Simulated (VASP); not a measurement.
# TiSe2 (P-3m1) in VASP: further runs

TiSe2 is run at these levels: HSE06, PBE-based screened hybrid with 40 % exact exchange; tasks: single point.

Program: VASP 6.6.1. These are calculated values, not measurements. Logs are shortened: lines on timing, memory, paths and dates and some standing lists are left out, and cuts for length are marked.

**1. The cell of the first run**

It takes space group P-3m1 (No. 164, trigonal). The conventional cell has a = 3.541 Å, b = 3.541 Å, c = 6.091 Å, α = 90.00°, β = 90.00°, γ = 120.00°. Within 3.4 Å of Ti (site symmetry -3m) lie 6 Se at 2.55 Å. Se (site symmetry 3m) has 3 Ti at 2.55 Å within 3.4 Å.

**2. Single point, HSE06**

POSCAR reads:

```
TiSe2
1.0
    3.5407886240      0.0000000000      0.0000000000
   -1.7703943120      3.0664128978      0.0000000000
    0.0000000000      0.0000000000      6.0906296798
Ti Se
1 2
Direct
    0.0000000000      0.0000000000      0.0000000000
    0.3333333333      0.6666666667      0.2499867418
    0.6666666667      0.3333333333      0.7500132582
```

INCAR.step1 reads:

```
ALGO = Normal
EDIFF = 1E-5
ENCUT = 400
GGA = PE
GGA_COMPAT = False
ISIF = 2
ISMEAR = -1
LASPH = True
LCHARG = False
LREAL = False
LWAVE = True
NBANDS = 19
NELM = 120
PREC = Accurate
SIGMA = 0.02
```

INCAR.step2 reads:

```
ALGO = Normal
EDIFF = 1E-6
ENCUT = 400
GGA = PE
GGA_COMPAT = False
HFSCREEN = 0.2079
ISIF = 2
ISMEAR = -1
ISTART = 1
LASPH = True
LCHARG = False
LHFCALC = True
LREAL = False
LWAVE = False
NBANDS = 19
NELM = 120
PREC = Accurate
PRECFOCK = Normal
SIGMA = 0.02
```

KPOINTS reads:

```
k-points
0
Gamma
  6 6 2
```

Potentials or basis: VASP PAW PBE potentials, release 64 (Ti_sv, Se).

The run is started by

```console
> cat potpaw_PBE.64/Ti_sv/POTCAR potpaw_PBE.64/Se/POTCAR > POTCAR
> cp INCAR.step1 INCAR
> mpirun -np 1 vasp_std > vasp.out
> cp INCAR.step2 INCAR
> mpirun -np 1 vasp_std > vasp.out
```

OUTCAR:

```text
EDIFF = 1E-6
   ENCUT = 400
   GGA = PE
   HFSCREEN = 0.2079
   ISIF = 2
   ISMEAR = -1
   ISTART = 1
   LASPH = True
   LHFCALC = True
   LREAL = False
   NELM = 120
   PREC = Accurate
   PRECFOCK = Normal

 ion  position               nearest neighbor table
   1  0.000  0.000  0.000-   2 2.55   3 2.55   2 2.55   3 2.55   3 2.55   2 2.55
   2  0.333  0.667  0.250-   1 2.55   1 2.55   1 2.55
   3  0.667  0.333  0.750-   1 2.55   1 2.55   1 2.55

  LATTYP: Found a hexagonal cell.
 ALAT       =     3.5407886240
 C/A-ratio  =     1.7201336557

  Lattice vectors:

 A1 = (   3.5407886240,   0.0000000000,   0.0000000000)
 A2 = (  -1.7703943120,   3.0664128978,   0.0000000000)
 A3 = (   0.0000000000,   0.0000000000,   6.0906296798)

Analysis of symmetry for initial positions (statically):
=====================================================================
 Subroutine PRICEL returns:
 Original cell was already a primitive cell.

 Routine SETGRP: Setting up the symmetry group for a
 hexagonal supercell.

 Subroutine GETGRP returns: Found 12 space group operations
 (whereof 12 operations were pure point group operations)
 out of a pool of 24 trial point group operations.

The static configuration has the point symmetry D_3d.

Analysis of symmetry for dynamics (positions and initial velocities):
=====================================================================
 Subroutine PRICEL returns:
 Original cell was already a primitive cell.

 Routine SETGRP: Setting up the symmetry group for a
 hexagonal supercell.

 Subroutine GETGRP returns: Found 12 space group operations
 (whereof 12 operations were pure point group operations)
 out of a pool of 24 trial point group operations.

The dynamic configuration has the point symmetry D_3d.

 Subroutine INISYM returns: Found 12 space group operations
 (whereof 12 operations are pure point group operations),
 and found     1 'primitive' translations

----------------------------------------------------------------------------------------

                                     Primitive cell

  volume of cell :      66.1291

  direct lattice vectors                    reciprocal lattice vectors
     3.540788624  0.000000000  0.000000000     0.282422959  0.163056971  0.000000000
    -1.770394312  3.066412898  0.000000000     0.000000000  0.326113943  0.000000000
     0.000000000  0.000000000  6.090629680     0.000000000  0.000000000  0.164186636

  length of vectors
     3.540788624  3.540788624  6.090629680     0.326113943  0.326113943  0.164186636

  position of ions in fractional coordinates (direct lattice)
     0.000000000  0.000000000  0.000000000
     0.333333333  0.666666667  0.249986742
     0.666666667  0.333333333  0.750013258

  ion indices of the primitive-cell ions
   primitive index   ion index
                 1           1
                 2           2
                 3           3

----------------------------------------------------------------------------------------

 KPOINTS: k-points

Automatic generation of k-mesh.
 Grid dimensions read from file:
 generate k-points for:    6    6    2

 Generating k-lattice:

  Cartesian coordinates                     Fractional coordinates (reciprocal lattice)
     0.047070493  0.027176162  0.000000000     0.166666667 -0.000000000  0.000000000
     0.000000000  0.054352324  0.000000000     0.000000000  0.166666667  0.000000000
     0.000000000  0.000000000  0.082093318     0.000000000  0.000000000  0.500000000

  Length of vectors
     0.054352324  0.054352324  0.082093318

  Shift w.r.t. Gamma in fractional coordinates (k-lattice)
     0.000000000  0.000000000  0.000000000

 Subroutine IBZKPT returns following result:
 ===========================================

 Found     14 irreducible k-points:

 Following reciprocal coordinates:
            Coordinates               Weight
  0.000000  0.000000  0.000000      1.000000
  0.166667  0.000000  0.000000      6.000000
  0.333333  0.000000  0.000000      6.000000
  0.500000  0.000000  0.000000      3.000000
  0.166667  0.166667  0.000000      6.000000
  0.333333  0.166667  0.000000     12.000000
  0.333333  0.333333  0.000000      2.000000
  0.000000  0.000000  0.500000      1.000000
  0.166667  0.000000  0.500000      6.000000
  0.333333  0.000000  0.500000      6.000000
  0.500000  0.000000  0.500000      3.000000
  0.166667  0.166667  0.500000      6.000000
  0.333333  0.166667  0.500000     12.000000
  0.333333  0.333333  0.500000      2.000000
   k-points           NKPTS =     14   k-points in BZ     NKDIM =     72   number of bands    NBANDS=     19
   number of dos      NEDOS =    301   number of ions     NIONS =      3
   total plane-waves  NPLWV =  23040
   dimension x,y,z NGX =    24 NGY =   24 NGZ =   40
   dimension x,y,z NGXF=    48 NGYF=   48 NGZF=   80
   ions per type =               1   2
   NGX,Y,Z   is equivalent  to a cutoff of  11.27, 11.27, 10.92 a.u.
   NGXF,Y,Z  is equivalent  to a cutoff of  22.54, 22.54, 21.84 a.u.
 SYSTEM =  unknown system
   PREC   = accura    normal or accurate (medium, high low for compatibility)
   ISTART =      1    job   : 0-new  1-cont  2-samecut
   ICHARG =      0    charge: 1-file 2-atom 10-const
   ISPIN  =      1    spin polarized calculation?
   LNONCOLLINEAR =      F non collinear calculations
   LSORBIT =      F    spin-orbit coupling
   LASPH  =      T    aspherical Exc in radial PAW
   ENCUT  =  400.0 eV  29.40 Ry    5.42 a.u.   5.77  5.77  9.93*2*pi/ulx,y,z
   NELM   =    120;   NELMIN=  2; NELMDL=  0     # of ELM steps
   EDIFF  = 0.1E-05   stopping-criterion for ELM
   LREAL  =      F    real-space projection
   EDIFFG = 0.1E-04   stopping-criterion for IOM
   NSW    =      0    number of steps for IOM
   IBRION =     -1    ionic relax: 0-MD 1-quasi-New 2-CG
   NFREE  =      0    steps in history (QN), initial steepest desc. (CG)
   ISIF   =      2    stress and relaxation
   ISYM   =      3    0-nonsym 1-usesym 2-fastsym
   POTIM  = 0.5000    time-step for ionic-motion
   TEBEG  =    0.0;   TEEND  =   0.0 temperature during run
   PSTRESS=    0.0 pullay stress
   NELECT =      24.0000    total number of electrons
   NUPDOWN=      -1.0000    fix difference up-down
   EMIN   =  10.00;   EMAX   =-10.00  energy-range for DOS
   EFERMI =   0.00;   METHOD = LEGACY
   ISMEAR =    -1;   SIGMA  =   0.02  broadening in eV -4-tet -1-fermi 0-gaus
   EFERMI_NEDOS =   21; number of points for ismear=-14 and -15
   IALGO  =     38    algorithm
   IMIX   =      1    mixing-type and parameters
     AMIX     =   0.40;   BMIX     =  1.00
     AMIX_MAG =   1.60;   BMIX_MAG =  1.00
  volume/ion in A,a.u.               =      22.04       148.75
  Fermi-wavevector in a.u.,A,eV,Ry     =   1.167744  2.206716 18.553258  1.363626
  Thomas-Fermi vector in A             =   2.304240
   LORBIT       =      0    0 simple, 1 ext, 2 COOP (PROOUT), +10 PAW based schemes
   GGA     = PE    functional components
   LHFCALC =     T    Hartree Fock is set to
   PRECFOCK=normal    Normal, Fast or Accurate (Low or Medium for compatibility)
   ENCUT4O =  -1.0   cutoff for four orbital integrals eV
   NKREDX  =     1    reduce k-point grid by
   NKREDY  =     1    reduce k-point grid by
   NKREDZ  =     1    reduce k-point grid by
   AEXX    =    0.2500 exact exchange contribution
   HFSCREEN=    0.2079 screening length (either q_TF or 0.3 A-1)
   HFSCREENC=   0.2079 screening length for correlation (either q_TF or 0.3 A-1)
   ENCUTFOCK=  -1.0 apply spherical cutoff to Coloumb kernel
   IVDW    =     0    specifies the selected vdW correction
   LEPSILON=     F    determine dielectric tensor
   LRPA    =     F    only Hartree local field effects (RPA)
 non-spin polarized calculation
  energy-cutoff  :      400.00
  volume of cell :       66.13
 maximum number of plane-waves:      1216
 NGX is ok and might be reduce to    24
  NGX = 18; NGY = 18; NGZ = 30

 number of electron      24.0000007 magnetization

 Free energy of the ion-electron system (eV)
  ---------------------------------------------------
  ext. energy  EPLUGINS =         0.00000000
  ---------------------------------------------------
  free energy    TOTEN  =       -22.13767077 eV

  energy without entropy =      -22.13653294  energy(sigma->0) =      -22.13710186

 E-fermi :   4.7009     XC(G=0):  -8.2015

 val. band max:        4.6873617797   @ k =   0.5000   0.0000   0.5000
 cond. band min:       4.7968080815   @ k =   0.0000   0.0000   0.0000
 fundamental gap:      0.1094463018
 Fermi energy:         4.7008836053

 k-point     1 :       0.0000    0.0000    0.0000
  band No.  band energies     occupation
      1     -58.3434      2.00000
      2     -32.9303      2.00000
      3     -32.8966      2.00000
      4     -32.8966      2.00000
      5     -11.0938      2.00000
      6      -9.5344      2.00000
[... 11 lines left out ...]
     18      10.6757      0.00000
     19      10.9459      0.00000

 k-point     2 :       0.1667    0.0000    0.0000
  band No.  band energies     occupation
      1     -58.3419      2.00000
      2     -32.9257      2.00000
      3     -32.9228      2.00000
      4     -32.9029      2.00000
      5     -10.7678      2.00000
      6      -9.4287      2.00000
[... 11 lines left out ...]
     18      12.0592      0.00000
     19      12.4211      0.00000

 k-point     3 :       0.3333    0.0000    0.0000
  band No.  band energies     occupation
      1     -58.3374      2.00000
      2     -32.9752      2.00000
      3     -32.9160      2.00000
      4     -32.9152      2.00000
      5      -9.9702      2.00000
      6      -9.2293      2.00000
[... 11 lines left out ...]
     18      11.7378      0.00000
     19      12.2843      0.00000

 k-point     4 :       0.5000    0.0000    0.0000
  band No.  band energies     occupation
      1     -58.3351      2.00000
      2     -33.0012      2.00000
      3     -32.9213      2.00000
      4     -32.9112      2.00000
      5      -9.3015      2.00000
      6      -9.2982      2.00000
[... 187 lines left out ...]
     18      13.0110      0.00000
     19      13.0432      0.00000

 k-point    13 :       0.3333    0.1667    0.5000
  band No.  band energies     occupation
      1     -58.3353      2.00000
      2     -32.9875      2.00000
      3     -32.9348      2.00000
      4     -32.9111      2.00000
      5      -9.3732      2.00000
      6      -9.2299      2.00000
[... 11 lines left out ...]
     18      11.3759      0.00000
     19      12.0516      0.00000

 k-point    14 :       0.3333    0.3333    0.5000
  band No.  band energies     occupation
      1     -58.3342      2.00000
      2     -32.9692      2.00000
      3     -32.9692      2.00000
      4     -32.9089      2.00000
      5      -9.1379      2.00000
      6      -9.1379      2.00000
[... 11 lines left out ...]
     18      12.1386      0.00000
     19      12.1386      0.00000

------------------------ aborting loop because EDIFF is reached ----------------------------------------

  FORCE on cell =-STRESS in cart. coord.  units (eV):
  Direction    XX          YY          ZZ          XY          YZ          ZX
  --------------------------------------------------------------------------------------
  -------------------------------------------------------------------------------------
  Total       -0.1481957     -0.1481957      0.1063924     -0.0000000      0.0000000      0.0000000
  in kB       -3.5904861     -3.5904861      2.5776750     -0.0000000      0.0000000      0.0000000
  external PRESSURE =      -1.5344324 kB  Pullay stress =       0.0000000 kB

 VOLUME and BASIS-vectors are now :
 -----------------------------------------------------------------------------
  energy-cutoff  :      400.00
  volume of cell :       66.13
      direct lattice vectors                 reciprocal lattice vectors
     3.540788624  0.000000000  0.000000000     0.282422959  0.163056971  0.000000000
    -1.770394312  3.066412898  0.000000000     0.000000000  0.326113943  0.000000000
     0.000000000  0.000000000  6.090629680     0.000000000  0.000000000  0.164186636

 POSITION                                       TOTAL-FORCE (eV/Angst)
 -----------------------------------------------------------------------------------
      0.00000      0.00000      0.00000        -0.000000      0.000000      0.000000
     -0.00000      2.04428      1.52258        -0.000000      0.000000     -0.162925
      1.77039      1.02214      4.56805         0.000000     -0.000000      0.162925
 -----------------------------------------------------------------------------------
    total drift:                                0.000000     -0.000000     -0.000002

  FREE ENERGIE OF THE ION-ELECTRON SYSTEM (eV)
  ---------------------------------------------------
  free  energy   TOTEN  =       -22.1376707701 eV

  energy  without entropy=      -22.1365329448  energy(sigma->0) =      -22.13710186
```

Run time: 35 min. Hardware: 1 thread of Intel Xeon 8259CL, shared host; peak memory 0.27 GiB.

Results:

* Free energy: -22.1377 eV
* Pressure: -0.2 GPa
* Largest force: 0.163 eV/Å
* Band gap on the k mesh: zero (bands 12 and 13 overlap by 0.11 eV)

Forces on the atoms (eV/Å):
```
Ti   0.000  0.000  0.000
Se   0.000  0.000 -0.163
Se   0.000  0.000  0.163
```

Levels at points of the mesh, in eV from the Fermi level:
```tsv
k point	band 10	band 11	band 12	band 13	band 14	band 15
(0.00, 0.00, 0.00)	-0.42	0.10	0.10	0.62	0.62	1.02
(0.50, 0.00, 0.00)	-3.39	-3.21	-2.02	0.22	1.76	2.25
(0.00, 0.00, 0.50)	-3.16	-0.12	-0.12	0.61	0.61	1.60
(0.50, 0.00, 0.50)	-3.39	-1.94	-1.68	-0.01	1.74	2.21
```

Caveat: the k points lie up to 0.52 Å⁻¹ apart; the PAW data sets were made with another functional, which shifts forces and pressure a little; this functional lacks dispersion, which binds layers or chains, so the pressure and a relaxed spacing across them are unreliable.

**3. Single point, PBE-based screened hybrid with 40 % exact exchange**

POSCAR is that of step 2.

INCAR.step1 reads:

```
PREC = Accurate
ENCUT = 400
EDIFF = 1E-5
ISMEAR = -1
SIGMA = 0.02
LREAL = False
LASPH = True
NELM = 120
ALGO = Normal
ISIF = 2
LWAVE = True
LCHARG = False
GGA = PE
NBANDS = 19
GGA_COMPAT = False
```

INCAR.step2 reads:

```
PREC = Accurate
ENCUT = 400
EDIFF = 1E-6
ISMEAR = -1
SIGMA = 0.02
LREAL = False
LASPH = True
NELM = 120
ALGO = Normal
ISIF = 2
LWAVE = False
LCHARG = False
GGA = PE
LHFCALC = True
AEXX = 0.4
HFSCREEN = 0.2078
PRECFOCK = Normal
ISTART = 1
NBANDS = 19
GGA_COMPAT = False
```

KPOINTS reads:

```
Automatic mesh
0
Gamma
  6 6 2
```

Potentials or basis: VASP PAW PBE potentials, release 64 (Ti_sv, Se).

The run is started by

```console
> cat potpaw_PBE.64/Ti_sv/POTCAR potpaw_PBE.64/Se/POTCAR > POTCAR
> cp INCAR.step1 INCAR
> mpirun -np 1 vasp_std > vasp.out
> cp INCAR.step2 INCAR
> mpirun -np 1 vasp_std > vasp.out
```

OUTCAR:

```text
PREC = Accurate
   ENCUT = 400
   EDIFF = 1E-6
   ISMEAR = -1
   LREAL = False
   LASPH = True
   NELM = 120
   ISIF = 2
   GGA = PE
   LHFCALC = True
   AEXX = 0.4
   HFSCREEN = 0.2078
   PRECFOCK = Normal
   ISTART = 1

 ion  position               nearest neighbor table
   1  0.000  0.000  0.000-   2 2.55   3 2.55   2 2.55   3 2.55   3 2.55   2 2.55
   2  0.333  0.667  0.250-   1 2.55   1 2.55   1 2.55
   3  0.667  0.333  0.750-   1 2.55   1 2.55   1 2.55

  LATTYP: Found a hexagonal cell.
 ALAT       =     3.5407886240
 C/A-ratio  =     1.7201336557

  Lattice vectors:

 A1 = (   3.5407886240,   0.0000000000,   0.0000000000)
 A2 = (  -1.7703943120,   3.0664128978,   0.0000000000)
 A3 = (   0.0000000000,   0.0000000000,   6.0906296798)

Analysis of symmetry for initial positions (statically):
=====================================================================
 Subroutine PRICEL returns:
 Original cell was already a primitive cell.

[... 163 lines left out ...]
  ---------------------------------------------------
  free energy    TOTEN  =       -24.72818843 eV

  energy without entropy =      -24.72818735  energy(sigma->0) =      -24.72818789

 E-fermi :   4.7260     XC(G=0):  -7.1860

 val. band max:        4.5249843279   @ k =   0.0000   0.0000   0.0000
 cond. band min:       4.9351026271   @ k =   0.5000   0.0000   0.5000
 fundamental gap:      0.4101182992
 Fermi energy:         4.7259889886

 k-point     1 :       0.0000    0.0000    0.0000
  band No.  band energies     occupation
      1     -61.5513      2.00000
      2     -35.1371      2.00000
      3     -35.0941      2.00000
      4     -35.0941      2.00000
      5     -12.1770      2.00000
      6     -10.4937      2.00000
[... 285 lines left out ...]
      6     -10.0804      2.00000
[... 11 lines left out ...]
     18      12.4644      0.00000
     19      12.4644      0.00000

------------------------ aborting loop because EDIFF is reached ----------------------------------------

  FORCE on cell =-STRESS in cart. coord.  units (eV):
  Direction    XX          YY          ZZ          XY          YZ          ZX
  --------------------------------------------------------------------------------------
  -------------------------------------------------------------------------------------
  Total       -0.1498487     -0.1498487     -0.6219704      0.0000000      0.0000000      0.0000000
  in kB       -3.6305351     -3.6305351    -15.0691062      0.0000000      0.0000000      0.0000000
  external PRESSURE =      -7.4433922 kB  Pullay stress =       0.0000000 kB

 VOLUME and BASIS-vectors are now :
 -----------------------------------------------------------------------------
  energy-cutoff  :      400.00
  volume of cell :       66.13
      direct lattice vectors                 reciprocal lattice vectors
     3.540788624  0.000000000  0.000000000     0.282422959  0.163056971  0.000000000
    -1.770394312  3.066412898  0.000000000     0.000000000  0.326113943  0.000000000
     0.000000000  0.000000000  6.090629680     0.000000000  0.000000000  0.164186636

 POSITION                                       TOTAL-FORCE (eV/Angst)
 -----------------------------------------------------------------------------------
      0.00000      0.00000      0.00000         0.000000      0.000000      0.000000
     -0.00000      2.04428      1.52258         0.000000     -0.000000     -0.428033
      1.77039      1.02214      4.56805        -0.000000      0.000000      0.428033
 -----------------------------------------------------------------------------------
    total drift:                                0.000000     -0.000000     -0.000001

  FREE ENERGIE OF THE ION-ELECTRON SYSTEM (eV)
  ---------------------------------------------------
  free  energy   TOTEN  =       -24.7281884264 eV

  energy  without entropy=      -24.7281873467  energy(sigma->0) =      -24.72818789
```

It took 42 min on 1 thread of Intel Xeon 8259CL, shared host; peak memory 0.27 GiB.

Results:

| Item | Value |
| --- | --- |
| Free energy | -24.7282 eV |
| Pressure | -0.7 GPa |
| Largest force | 0.428 eV/Å |
| Band gap on the k mesh | 0.41 eV (least direct gap 1.05 eV) |

Forces on the atoms (eV/Å):
```
Ti   0.000  0.000  0.000
Se   0.000  0.000 -0.428
Se   0.000  0.000  0.428
```

Caveat: the k points lie up to 0.52 Å⁻¹ apart; the PAW data sets were made with another functional, which shifts forces and pressure a little.

The gap in the log of VASP goes by the Fermi energy; the results here count the filled bands.